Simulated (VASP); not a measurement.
# Zr3H (Pm-3n) in VASP: further runs

The runs below take Zr3H through single point, with PBE.

All numbers are computed with VASP 6.6.1; they aren't measurements. Logs are shortened: lines on timing, memory, paths and dates and some standing lists are left out, and cuts for length are marked.

## (1) The cell of the first run

Symmetry: Pm-3n, No. 223, cubic system. The conventional cell has a = 5.069 Å, b = 5.069 Å, c = 5.069 Å, α = 90.00°, β = 90.00°, γ = 90.00°. Within 3.3 Å of Zr (site symmetry -4m2) lie 10 Zr at 2.53 to 3.10 Å and 4 H at 2.83 Å. Within 3.7 Å of H (site symmetry m-3) lie 12 Zr at 2.83 Å.

## (2) Single point, PBE

INCAR reads:

```
  PREC = Accurate
  ENCUT = 520
  EDIFF = 1E-6
  ISMEAR = 0
  SIGMA = 0.1
  LREAL = False
  LASPH = True
  NELM = 60
  ALGO = Normal
  ISIF = 2
  LWAVE = False
  LCHARG = False
  GGA = PE
  NBANDS = 47
```

KPOINTS reads:

```
regular mesh
0
Gamma
  4 4 4
```

POSCAR reads:

```
Zr3H
1.0
    5.0692614900      0.0000000000      0.0000000000
    0.0000000000      5.0692614900      0.0000000000
    0.0000000000      0.0000000000      5.0692614900
Zr H
6 2
Direct
    0.2500000000      0.0000000000      0.5000000000
    0.7500000000      0.0000000000      0.5000000000
    0.0000000000      0.5000000000      0.2500000000
    0.0000000000      0.5000000000      0.7500000000
    0.5000000000      0.7500000000      0.0000000000
    0.5000000000      0.2500000000      0.0000000000
    0.0000000000      0.0000000000      0.0000000000
    0.5000000000      0.5000000000      0.5000000000
```

Potentials or basis: VASP PAW PBE potentials, release 64 (Zr_sv, H).

On the command line:

```console
cat potpaw_PBE.64/Zr_sv/POTCAR potpaw_PBE.64/H/POTCAR > POTCAR
mpirun -np 1 vasp_std > vasp.out
```

OUTCAR:

```text
PREC = Accurate
   ENCUT = 520
   EDIFF = 1E-6
   ISMEAR = 0
   LREAL = False
   LASPH = True
   NELM = 60
   ISIF = 2
   GGA = PE

 ion  position               nearest neighbor table
   1  0.250  0.000  0.500-   2 2.53   2 2.53   4 3.10   5 3.10   6 3.10   5 3.10   6 3.10   3 3.10
                             4 3.10   3 3.10
   2  0.750  0.000  0.500-   1 2.53   1 2.53   4 3.10   5 3.10   6 3.10   5 3.10   6 3.10   3 3.10
                             4 3.10   3 3.10
   3  0.000  0.500  0.250-   4 2.53   4 2.53   1 3.10   5 3.10   6 3.10   2 3.10   1 3.10   2 3.10
                             5 3.10   6 3.10
   4  0.000  0.500  0.750-   3 2.53   3 2.53   1 3.10   5 3.10   6 3.10   2 3.10   1 3.10   2 3.10
                             5 3.10   6 3.10
   5  0.500  0.750  0.000-   6 2.53   6 2.53   3 3.10   4 3.10   1 3.10   1 3.10   2 3.10   2 3.10
                             3 3.10   4 3.10
   6  0.500  0.250  0.000-   5 2.53   5 2.53   3 3.10   4 3.10   1 3.10   1 3.10   2 3.10   2 3.10
                             3 3.10   4 3.10
   7  0.000  0.000  0.000-
   8  0.500  0.500  0.500-

  LATTYP: Found a simple cubic cell.
 ALAT       =     5.0692614900

  Lattice vectors:

 A1 = (   5.0692614900,   0.0000000000,   0.0000000000)
 A2 = (   0.0000000000,   5.0692614900,   0.0000000000)
 A3 = (   0.0000000000,   0.0000000000,   5.0692614900)

Analysis of symmetry for initial positions (statically):
=====================================================================
 Subroutine PRICEL returns:
 Original cell was already a primitive cell.

 Routine SETGRP: Setting up the symmetry group for a
 simple cubic supercell.

 Subroutine GETGRP returns: Found 48 space group operations
 (whereof 24 operations were pure point group operations)
 out of a pool of 48 trial point group operations.

The static configuration has the point symmetry T_h .
 The point group associated with its full space group is O_h .

Analysis of symmetry for dynamics (positions and initial velocities):
=====================================================================
 Subroutine PRICEL returns:
 Original cell was already a primitive cell.

 Routine SETGRP: Setting up the symmetry group for a
 simple cubic supercell.

 Subroutine GETGRP returns: Found 48 space group operations
[... 103 lines left out ...]
   EDIFFG = 0.1E-04   stopping-criterion for IOM
   NSW    =      0    number of steps for IOM
   IBRION =     -1    ionic relax: 0-MD 1-quasi-New 2-CG
   NFREE  =      0    steps in history (QN), initial steepest desc. (CG)
   ISIF   =      2    stress and relaxation
   ISYM   =      2    0-nonsym 1-usesym 2-fastsym
   POTIM  = 0.5000    time-step for ionic-motion
   TEBEG  =    0.0;   TEEND  =   0.0 temperature during run
   PSTRESS=    0.0 pullay stress
   NELECT =      74.0000    total number of electrons
   NUPDOWN=      -1.0000    fix difference up-down
   EMIN   =  10.00;   EMAX   =-10.00  energy-range for DOS
   EFERMI =   0.00;   METHOD = LEGACY
   ISMEAR =     0;   SIGMA  =   0.10  broadening in eV -4-tet -1-fermi 0-gaus
   EFERMI_NEDOS =   21; number of points for ismear=-14 and -15
   IALGO  =     38    algorithm
   IMIX   =      4    mixing-type and parameters
     AMIX     =   0.40;   BMIX     =  1.00
     AMIX_MAG =   1.60;   BMIX_MAG =  1.00
  volume/ion in A,a.u.               =      16.28       109.89
  Fermi-wavevector in a.u.,A,eV,Ry     =   1.355837  2.562160 25.011496  1.838293
  Thomas-Fermi vector in A             =   2.482891
   LORBIT       =      0    0 simple, 1 ext, 2 COOP (PROOUT), +10 PAW based schemes
   GGA     = PE    functional components
   LHFCALC =     F    Hartree Fock is set to
   AEXX    =    0.0000 exact exchange contribution
   IVDW    =     0    specifies the selected vdW correction
   LEPSILON=     F    determine dielectric tensor
   LRPA    =     F    only Hartree local field effects (RPA)
 non-spin polarized calculation
 Gauss-broadening in eV      SIGMA  =   0.10
  energy-cutoff  :      520.00
  volume of cell :      130.27
 maximum number of plane-waves:      3544
 NGX is ok and might be reduce to    40
   NGX = 19   NGY = 19   NGZ = 19

 number of electron      74.0000000 magnetization

 Free energy of the ion-electron system (eV)
  ---------------------------------------------------
  ext. energy  EPLUGINS =         0.00000000
  ---------------------------------------------------
  free energy    TOTEN  =       -51.34119533 eV

  energy without entropy =      -51.31412953  energy(sigma->0) =      -51.32766243

 E-fermi :   9.7135     XC(G=0): -11.4722

 val. band max:        9.6377171505   @ k =   0.5000   0.0000   0.0000
 cond. band min:       9.7347285735   @ k =   0.5000   0.2500   0.0000
 fundamental gap:      0.0970114229
 Fermi energy:         9.7134882768

 k-point     1 :       0.0000    0.0000    0.0000
  band No.  band energies     occupation
      1     -38.6556      2.00000
      2     -38.4440      2.00000
      3     -38.4440      2.00000
      4     -37.9510      2.00000
      5     -37.9510      2.00000
      6     -37.9510      2.00000
[... 489 lines left out ...]
     46      11.9682      0.00000
     47      11.9682      0.00000

------------------------ aborting loop because EDIFF is reached ----------------------------------------

  FORCE on cell =-STRESS in cart. coord.  units (eV):
  Direction    XX          YY          ZZ          XY          YZ          ZX
  --------------------------------------------------------------------------------------
  -------------------------------------------------------------------------------------
  Total       15.1617761     15.1617761     15.1617761     -0.0000000     -0.0000000     -0.0000000
  in kB      186.4775604    186.4775604    186.4775604     -0.0000000     -0.0000000     -0.0000000
  external PRESSURE =     186.4775604 kB  Pullay stress =       0.0000000 kB

 VOLUME and BASIS-vectors are now :
 -----------------------------------------------------------------------------
  energy-cutoff  :      520.00
  volume of cell :      130.27
      direct lattice vectors                 reciprocal lattice vectors
     5.069261490  0.000000000  0.000000000     0.197267393  0.000000000  0.000000000
     0.000000000  5.069261490  0.000000000     0.000000000  0.197267393  0.000000000
     0.000000000  0.000000000  5.069261490     0.000000000  0.000000000  0.197267393

 POSITION                                       TOTAL-FORCE (eV/Angst)
 -----------------------------------------------------------------------------------
      1.26732      0.00000      2.53463        -0.000000     -0.000000     -0.000000
      3.80195      0.00000      2.53463         0.000000      0.000000      0.000000
      0.00000      2.53463      1.26732        -0.000000     -0.000000      0.000000
      0.00000      2.53463      3.80195        -0.000000      0.000000     -0.000000
      2.53463      3.80195      0.00000        -0.000000     -0.000000     -0.000000
      2.53463      1.26732      0.00000         0.000000      0.000000      0.000000
      0.00000      0.00000      0.00000        -0.000000      0.000000      0.000000
      2.53463      2.53463      2.53463        -0.000000      0.000000      0.000000
 -----------------------------------------------------------------------------------
    total drift:                                0.000000     -0.000000      0.000000

  FREE ENERGIE OF THE ION-ELECTRON SYSTEM (eV)
  ---------------------------------------------------
  free  energy   TOTEN  =       -51.3411953303 eV

  energy  without entropy=      -51.3141295312  energy(sigma->0) =      -51.32766243
```

Wall time 48 s (1 thread of Intel Xeon Platinum 8375C at 2.90GHz (Ice Lake), shared host); peak memory 0.25 GiB.

Results:

| Property | Result |
| --- | --- |
| Free energy | -51.3412 eV |
| Pressure | 18.6 GPa |
| Band gap on the k mesh | zero (band 37 reaches 10.02 eV, above the bottom of band 38 at 9.08 eV) |

Levels at points of the mesh, in eV from the Fermi level:
```tsv
k point	band 36	band 37	band 38	band 39	band 40	band 41
(0.00, 0.00, 0.00)	-0.93	0.28	0.28	0.28	0.60	0.60
(0.50, 0.00, 0.00)	-0.16	-0.08	-0.08	0.15	0.15	1.07
(0.50, 0.50, 0.00)	0.25	0.30	0.30	1.12	1.12	1.31
(0.50, 0.50, 0.50)	-0.64	-0.64	-0.64	1.17	1.17	1.17
```

## (3) Single point, PBE

This run uses another cell than the first one, of 19.35 Å³/atom, 1.189 times its volume.

INCAR reads:

```
PREC     = Accurate       # precision mode
ENCUT    = 520            # plane-wave cutoff, eV
EDIFF    = 1E-6           # SCF threshold, eV
ISMEAR   = 0              # smearing method
SIGMA    = 0.1            # smearing width, eV
LREAL    = False          # projectors in reciprocal space
LASPH    = True           # aspherical terms in the spheres
NELM     = 60             # most SCF steps
ALGO     = Normal         # electronic algorithm
ISIF     = 2              # what is computed and relaxed
LWAVE    = False          # write WAVECAR
LCHARG   = False          # write CHGCAR
GGA      = PE             # functional
NBANDS   = 47             # bands
```

KPOINTS reads:

```
Automatic mesh
0
Gamma
  4 4 4
```

POSCAR: that of step 2 with these lines changed.

```diff
@@ -2,5 +2,5 @@
 1.0
-    5.0692614900      0.0000000000      0.0000000000
-    0.0000000000      5.0692614900      0.0000000000
-    0.0000000000      0.0000000000      5.0692614900
+    5.3697830084      0.0000000000      0.0000000000
+    0.0000000000      5.3697830084      0.0000000000
+    0.0000000000      0.0000000000      5.3697830084
 Zr H
```

Potentials or basis: VASP PAW PBE potentials, release 64 (Zr_sv, H).

On the command line:

```console
cat potpaw_PBE.64/Zr_sv/POTCAR potpaw_PBE.64/H/POTCAR > POTCAR
mpirun -np 1 vasp_std > vasp.out
```

OUTCAR:

```text
PREC = Accurate
   ENCUT = 520
   EDIFF = 1E-6
   ISMEAR = 0
   LREAL = False
   LASPH = True
   NELM = 60
   ISIF = 2
   GGA = PE

 ion  position               nearest neighbor table
   1  0.250  0.000  0.500-   2 2.68   2 2.68   4 3.29   5 3.29   6 3.29   5 3.29   6 3.29   3 3.29
                             4 3.29   3 3.29
   2  0.750  0.000  0.500-   1 2.68   1 2.68   4 3.29   5 3.29   6 3.29   5 3.29   6 3.29   3 3.29
                             4 3.29   3 3.29
   3  0.000  0.500  0.250-   4 2.68   4 2.68   1 3.29   5 3.29   6 3.29   2 3.29   1 3.29   2 3.29
                             5 3.29   6 3.29
   4  0.000  0.500  0.750-   3 2.68   3 2.68   1 3.29   5 3.29   6 3.29   2 3.29   1 3.29   2 3.29
                             5 3.29   6 3.29
   5  0.500  0.750  0.000-   6 2.68   6 2.68   3 3.29   4 3.29   1 3.29   1 3.29   2 3.29   2 3.29
                             3 3.29   4 3.29
   6  0.500  0.250  0.000-   5 2.68   5 2.68   3 3.29   4 3.29   1 3.29   1 3.29   2 3.29   2 3.29
                             3 3.29   4 3.29
   7  0.000  0.000  0.000-
   8  0.500  0.500  0.500-

  LATTYP: Found a simple cubic cell.
 ALAT       =     5.3697830084

  Lattice vectors:

 A1 = (   5.3697830084,   0.0000000000,   0.0000000000)
 A2 = (   0.0000000000,   5.3697830084,   0.0000000000)
 A3 = (   0.0000000000,   0.0000000000,   5.3697830084)

Analysis of symmetry for initial positions (statically):
=====================================================================
 Subroutine PRICEL returns:
 Original cell was already a primitive cell.

 Routine SETGRP: Setting up the symmetry group for a
 simple cubic supercell.

 Subroutine GETGRP returns: Found 48 space group operations
 (whereof 24 operations were pure point group operations)
 out of a pool of 48 trial point group operations.

[... 135 lines left out ...]
  Fermi-wavevector in a.u.,A,eV,Ry     =   1.279957  2.418768 22.290283  1.638290
  Thomas-Fermi vector in A             =   2.412412
   LORBIT       =      0    0 simple, 1 ext, 2 COOP (PROOUT), +10 PAW based schemes
   GGA     = PE    functional components
   LHFCALC =     F    Hartree Fock is set to
   AEXX    =    0.0000 exact exchange contribution
   IVDW    =     0    specifies the selected vdW correction
   LEPSILON=     F    determine dielectric tensor
   LRPA    =     F    only Hartree local field effects (RPA)
 non-spin polarized calculation
 Gauss-broadening in eV      SIGMA  =   0.10
  energy-cutoff  :      520.00
  volume of cell :      154.84
 maximum number of plane-waves:      4224
 NGX is ok and might be reduce to    40
   NGX = 19   NGY = 19   NGZ = 19

 number of electron      73.9999996 magnetization

 Free energy of the ion-electron system (eV)
  ---------------------------------------------------
  ext. energy  EPLUGINS =         0.00000000
  ---------------------------------------------------
  free energy    TOTEN  =       -52.60187072 eV

  energy without entropy =      -52.56680266  energy(sigma->0) =      -52.58433669

 E-fermi :   7.8615     XC(G=0): -10.6848

 val. band max:        7.8388835358   @ k =   0.5000   0.5000   0.0000
 cond. band min:       7.8798746500   @ k =   0.5000   0.2500   0.0000
 fundamental gap:      0.0409911143
 Fermi energy:         7.8615390392

 k-point     1 :       0.0000    0.0000    0.0000
  band No.  band energies     occupation
      1     -40.7201      2.00000
      2     -40.6160      2.00000
      3     -40.6160      2.00000
      4     -40.3320      2.00000
      5     -40.3320      2.00000
      6     -40.3320      2.00000
[... 489 lines left out ...]
     46       9.4627      0.00000
     47       9.4627      0.00000

------------------------ aborting loop because EDIFF is reached ----------------------------------------

  FORCE on cell =-STRESS in cart. coord.  units (eV):
  Direction    XX          YY          ZZ          XY          YZ          ZX
  --------------------------------------------------------------------------------------
  -------------------------------------------------------------------------------------
  Total        0.0602667      0.0602667      0.0602667      0.0000000      0.0000000     -0.0000000
  in kB        0.6236169      0.6236169      0.6236169      0.0000000      0.0000000     -0.0000000
  external PRESSURE =       0.6236169 kB  Pullay stress =       0.0000000 kB

 VOLUME and BASIS-vectors are now :
 -----------------------------------------------------------------------------
  energy-cutoff  :      520.00
  volume of cell :      154.84
      direct lattice vectors                 reciprocal lattice vectors
     5.369783008  0.000000000  0.000000000     0.186227264  0.000000000  0.000000000
     0.000000000  5.369783008  0.000000000     0.000000000  0.186227264  0.000000000
     0.000000000  0.000000000  5.369783008     0.000000000  0.000000000  0.186227264

 POSITION                                       TOTAL-FORCE (eV/Angst)
 -----------------------------------------------------------------------------------
      1.34245      0.00000      2.68489        -0.000000     -0.000000      0.000000
      4.02734      0.00000      2.68489         0.000000     -0.000000     -0.000000
      0.00000      2.68489      1.34245         0.000000      0.000000      0.000000
      0.00000      2.68489      4.02734        -0.000000      0.000000     -0.000000
      2.68489      4.02734      0.00000        -0.000000     -0.000000      0.000000
      2.68489      1.34245      0.00000        -0.000000      0.000000     -0.000000
      0.00000      0.00000      0.00000        -0.000000      0.000000      0.000000
      2.68489      2.68489      2.68489        -0.000000      0.000000      0.000000
 -----------------------------------------------------------------------------------
    total drift:                                0.000000     -0.000000      0.000000

  FREE ENERGIE OF THE ION-ELECTRON SYSTEM (eV)
  ---------------------------------------------------
  free  energy   TOTEN  =       -52.6018707195 eV

  energy  without entropy=      -52.5668026600  energy(sigma->0) =      -52.58433669
```

OSZICAR:

```text
N       E                     dE             d eps       ncg     rms          rms(c)
DAV:   1     0.785630589011E+03    0.78563E+03   -0.38963E+04   940   0.155E+03
DAV:   2     0.169291799342E+02   -0.76870E+03   -0.75354E+03  1043   0.467E+02
DAV:   3    -0.473871068966E+02   -0.64316E+02   -0.61606E+02  1536   0.970E+01
DAV:   4    -0.536098246191E+02   -0.62227E+01   -0.61432E+01  1408   0.281E+01
DAV:   5    -0.540419149685E+02   -0.43209E+00   -0.43167E+00  1339   0.546E+00    0.269E+01
DAV:   6    -0.527996864677E+02    0.12422E+01   -0.19404E+00  1067   0.765E+00    0.120E+01
DAV:   7    -0.525846818961E+02    0.21500E+00   -0.14328E+00  1291   0.575E+00    0.166E+00
DAV:   8    -0.526023245466E+02   -0.17643E-01   -0.18904E-01  1272   0.180E+00    0.568E-01
DAV:   9    -0.526016970062E+02    0.62754E-03   -0.13716E-02  1155   0.496E-01    0.283E-01
DAV:  10    -0.526018969808E+02   -0.19997E-03   -0.19330E-03  1337   0.252E-01    0.286E-02
DAV:  11    -0.526018760890E+02    0.20892E-04   -0.11504E-04  1339   0.411E-02    0.113E-02
DAV:  12    -0.526018701769E+02    0.59121E-05   -0.11397E-05  1049   0.144E-02    0.333E-03
DAV:  13    -0.526018712875E+02   -0.11106E-05   -0.85524E-07   712   0.589E-03    0.233E-03
DAV:  14    -0.526018707195E+02    0.56795E-06   -0.15521E-07   680   0.183E-03
   1 F= -.52601871E+02 E0= -.52584337E+02  d E =-.350681E-01
```

It took 53 s on 1 thread of Intel Xeon Platinum 8375C at 2.90GHz (Ice Lake), shared host; peak memory 0.25 GiB.

Results:

| Property | Result |
| --- | --- |
| Free energy | -52.6019 eV |
| Pressure | 0.1 GPa |
| Band gap on the k mesh | zero (band 37 reaches 8.04 eV, above the bottom of band 38 at 7.45 eV) |

Levels at points of the mesh, in eV from the Fermi level:
```csv
k point,band 34,band 35,band 36,band 37,band 38,band 39,band 40,band 41,band 42,band 43
"(0.00, 0.00, 0.00)",-0.83,-0.83,-0.62,0.09,0.09,0.09,0.24,0.24,0.24,0.76
"(0.50, 0.00, 0.00)",-0.99,-0.07,-0.07,-0.04,-0.04,0.12,0.12,0.79,0.79,0.82
"(0.50, 0.50, 0.00)",-0.74,-0.02,0.12,0.18,0.18,1.08,1.08,1.10,1.10,1.58
"(0.50, 0.50, 0.50)",-0.37,-0.37,-0.37,-0.37,-0.37,1.11,1.11,1.11,1.11,1.60
```
